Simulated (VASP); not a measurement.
# MgO (zincblende type) (F-43m) in VASP: a series of runs

The runs below take MgO (zincblende type) through single point, with PBEsol.

Program: VASP 6.6.1. These are calculated values, not measurements. Logs are shortened: lines on timing, memory, paths and dates and some standing lists are left out, and cuts for length are marked.

### Step 1. The cell of the first run

The structure is cubic, space group F-43m (No. 216). Conventional cell: a = 3.748 Å, b = 3.748 Å, c = 3.748 Å, α = 90.00°, β = 90.00°, γ = 90.00°. Within 2.2 Å of Mg (site symmetry -43m) lie 4 O at 1.62 Å. O (site symmetry -43m) has 4 Mg at 1.62 Å within 2.2 Å.

### Step 2. Single point, PBEsol (6.58 Å³/atom)

INCAR reads:

```
ALGO = Normal
EDIFF = 1E-6
ENCUT = 520
GGA = PS
ISIF = 2
ISMEAR = -1
LASPH = T
LCHARG = T
LELF = T
LREAL = F
LVHAR = T
LWAVE = F
NBANDS = 11
NELM = 60
PREC = Accurate
SIGMA = 0.05
```

KPOINTS reads:

```
k-points
0
Gamma
  16 16 16
```

POSCAR reads:

```
MgO
1.0
    0.0000000000      1.8740980870      1.8740980870
    1.8740980870      0.0000000000      1.8740980870
    1.8740980870      1.8740980870      0.0000000000
Mg O
1 1
Direct
    0.0000000000      0.0000000000      0.0000000000
    0.2500000000      0.2500000000      0.2500000000
```

Potentials or basis: VASP PAW PBE potentials, release 64 (Mg, O).

Command:

```bash
$ cat potpaw_PBE.64/Mg/POTCAR potpaw_PBE.64/O/POTCAR > POTCAR
$ mpirun -np 1 vasp_std > vasp.out
```

OUTCAR:

```text
EDIFF = 1E-6
   ENCUT = 520
   GGA = PS
   ISIF = 2
   ISMEAR = -1
   LASPH = T
   LREAL = F
   NELM = 60
   PREC = Accurate

 ion  position               nearest neighbor table
   1  0.000  0.000  0.000-   2 1.62   2 1.62   2 1.62   2 1.62
   2  0.250  0.250  0.250-   1 1.62   1 1.62   1 1.62   1 1.62

  LATTYP: Found a face centered cubic cell.
 ALAT       =     3.7481961740

  Lattice vectors:

 A1 = (   0.0000000000,   1.8740980870,   1.8740980870)
 A2 = (   1.8740980870,   0.0000000000,   1.8740980870)
 A3 = (   1.8740980870,   1.8740980870,   0.0000000000)

Analysis of symmetry for initial positions (statically):
=====================================================================
 Subroutine PRICEL returns:
 Original cell was already a primitive cell.

 Routine SETGRP: Setting up the symmetry group for a
 face centered cubic supercell.

 Subroutine GETGRP returns: Found 24 space group operations
 (whereof 24 operations were pure point group operations)
 out of a pool of 48 trial point group operations.

The static configuration has the point symmetry T_d .

Analysis of symmetry for dynamics (positions and initial velocities):
=====================================================================
 Subroutine PRICEL returns:
 Original cell was already a primitive cell.

 Routine SETGRP: Setting up the symmetry group for a
 face centered cubic supercell.

 Subroutine GETGRP returns: Found 24 space group operations
 (whereof 24 operations were pure point group operations)
 out of a pool of 48 trial point group operations.

The dynamic configuration has the point symmetry T_d .

 Subroutine INISYM returns: Found 24 space group operations
 (whereof 24 operations are pure point group operations),
 and found     1 'primitive' translations

----------------------------------------------------------------------------------------

                                     Primitive cell

  volume of cell :      13.1646

  direct lattice vectors                    reciprocal lattice vectors
     0.000000000  1.874098087  1.874098087    -0.266795000  0.266795000  0.266795000
     1.874098087  0.000000000  1.874098087     0.266795000 -0.266795000  0.266795000
     1.874098087  1.874098087  0.000000000     0.266795000  0.266795000 -0.266795000

  length of vectors
     2.650374932  2.650374932  2.650374932     0.462102496  0.462102496  0.462102496

  position of ions in fractional coordinates (direct lattice)
[... 85 lines left out ...]
   ISIF   =      2    stress and relaxation
   ISYM   =      2    0-nonsym 1-usesym 2-fastsym
   POTIM  = 0.5000    time-step for ionic-motion
   TEBEG  =    0.0;   TEEND  =   0.0 temperature during run
   PSTRESS=    0.0 pullay stress
   NELECT =       8.0000    total number of electrons
   NUPDOWN=      -1.0000    fix difference up-down
   EMIN   =  10.00;   EMAX   =-10.00  energy-range for DOS
   EFERMI =   0.00;   METHOD = LEGACY
   ISMEAR =    -1;   SIGMA  =   0.05  broadening in eV -4-tet -1-fermi 0-gaus
   EFERMI_NEDOS =   21; number of points for ismear=-14 and -15
   IALGO  =     38    algorithm
   IMIX   =      4    mixing-type and parameters
     AMIX     =   0.40;   BMIX     =  1.00
     AMIX_MAG =   1.60;   BMIX_MAG =  1.00
  volume/ion in A,a.u.               =       6.58        44.42
  Fermi-wavevector in a.u.,A,eV,Ry     =   1.386657  2.620403 26.161538  1.922819
  Thomas-Fermi vector in A             =   2.510952
   LORBIT       =      0    0 simple, 1 ext, 2 COOP (PROOUT), +10 PAW based schemes
   GGA     = PS    functional components
   LHFCALC =     F    Hartree Fock is set to
   AEXX    =    0.0000 exact exchange contribution
   IVDW    =     0    specifies the selected vdW correction
   LEPSILON=     F    determine dielectric tensor
   LRPA    =     F    only Hartree local field effects (RPA)
 non-spin polarized calculation
  energy-cutoff  :      520.00
  volume of cell :       13.16
 maximum number of plane-waves:       366
   NGX =  9   NGY =  9   NGZ =  9

 number of electron       8.0000005 magnetization

 Free energy of the ion-electron system (eV)
  ---------------------------------------------------
  ext. energy  EPLUGINS =         0.00000000
  ---------------------------------------------------
  free energy    TOTEN  =        -7.19317536 eV

  energy without entropy =       -7.19317536  energy(sigma->0) =       -7.19317536

 E-fermi :   6.1824     XC(G=0): -12.8682

 val. band max:        4.9683425077   @ k =  -0.1250   0.1250   0.0000
 cond. band min:      12.2159801495   @ k =   0.5000   0.5000   0.0000
 fundamental gap:      7.2476376417
 Fermi energy:         6.1824270459

 k-point     1 :       0.0000    0.0000    0.0000
  band No.  band energies     occupation
      1     -13.1992      2.00000
      2       4.9089      2.00000
      3       4.9089      2.00000
      4       4.9089      2.00000
      5      12.8932      0.00000
      6      28.8537      0.00000
      7      28.8537      0.00000
      8      28.8537      0.00000
      9      31.2290      0.00000
     10      31.2291      0.00000
     11      33.4843      0.00000
[... 309 lines left out ...]
 k-point    24 :      -0.0625    0.0625    0.0000
  band No.  band energies     occupation
      1     -13.0227      2.00000
      2       4.2948      2.00000
      3       4.8349      2.00000
      4       4.9311      2.00000
      5      13.5457      0.00000
      6      27.1388      0.00000
      7      27.7796      0.00000
      8      28.6797      0.00000
      9      30.5669      0.00000
     10      31.1634      0.00000
     11      33.5465      0.00000

 [... further k-points ...]

------------------------ aborting loop because EDIFF is reached ----------------------------------------

  FORCE on cell =-STRESS in cart. coord.  units (eV):
  Direction    XX          YY          ZZ          XY          YZ          ZX
  --------------------------------------------------------------------------------------
  -------------------------------------------------------------------------------------
  Total       20.5133228     20.5133228     20.5133228      0.0000000     -0.0000000      0.0000000
  in kB     2496.5464443   2496.5464443   2496.5464443      0.0000000     -0.0000000      0.0000000
  external PRESSURE =    2496.5464443 kB  Pullay stress =       0.0000000 kB

 VOLUME and BASIS-vectors are now :
 -----------------------------------------------------------------------------
  energy-cutoff  :      520.00
  volume of cell :       13.16
      direct lattice vectors                 reciprocal lattice vectors
     0.000000000  1.874098087  1.874098087    -0.266795000  0.266795000  0.266795000
     1.874098087  0.000000000  1.874098087     0.266795000 -0.266795000  0.266795000
     1.874098087  1.874098087  0.000000000     0.266795000  0.266795000 -0.266795000

 POSITION                                       TOTAL-FORCE (eV/Angst)
 -----------------------------------------------------------------------------------
      0.00000      0.00000      0.00000        -0.000000     -0.000000     -0.000000
      0.93705      0.93705      0.93705         0.000000      0.000000      0.000000
 -----------------------------------------------------------------------------------
    total drift:                               -0.000003     -0.000003     -0.000003

  FREE ENERGIE OF THE ION-ELECTRON SYSTEM (eV)
  ---------------------------------------------------
  free  energy   TOTEN  =        -7.1931753603 eV

  energy  without entropy=       -7.1931753603  energy(sigma->0) =       -7.19317536
```

OSZICAR:

```text
N       E                     dE             d eps       ncg     rms          rms(c)
DAV:   1     0.183506435678E+02    0.18351E+02   -0.51102E+03  3718   0.677E+02
DAV:   2    -0.991541560958E+01   -0.28266E+02   -0.27965E+02  3741   0.155E+02
DAV:   3    -0.103510676486E+02   -0.43565E+00   -0.43546E+00  3966   0.162E+01
DAV:   4    -0.103519539611E+02   -0.88631E-03   -0.88630E-03  3570   0.817E-01
DAV:   5    -0.103519562564E+02   -0.22953E-05   -0.22952E-05  3878   0.388E-02    0.101E+01
DAV:   6    -0.735289683304E+01    0.29991E+01   -0.11712E+01  3439   0.211E+01    0.227E+00
DAV:   7    -0.723080422245E+01    0.12209E+00   -0.26737E-01  3715   0.357E+00    0.144E+00
DAV:   8    -0.719360443852E+01    0.37200E-01   -0.21769E-02  3475   0.160E+00    0.156E-01
DAV:   9    -0.719319996627E+01    0.40447E-03   -0.19000E-03  3793   0.272E-01    0.541E-02
DAV:  10    -0.719317638820E+01    0.23578E-04   -0.97234E-05  3517   0.779E-02    0.144E-02
DAV:  11    -0.719317530836E+01    0.10798E-05   -0.51878E-06  3669   0.193E-02    0.217E-03
DAV:  12    -0.719317536033E+01   -0.51975E-07   -0.38241E-07  1952   0.446E-03
   1 F= -.71931754E+01 E0= -.71931754E+01  d E =-.412684E-11
```

Run time: 31 s. Hardware: 1 thread of Intel Xeon 8259CL, shared host; peak memory 0.14 GiB.

What came out:

```
Free energy            : -7.1932 eV
Pressure               : 249.7 GPa
Band gap on the k mesh : 7.25 eV (least direct gap 7.98 eV)
```

Caveat: the cell stands under pressure; the PAW data sets were made with another functional, which shifts forces and pressure a little.

(Continued in part 2 of 2.)
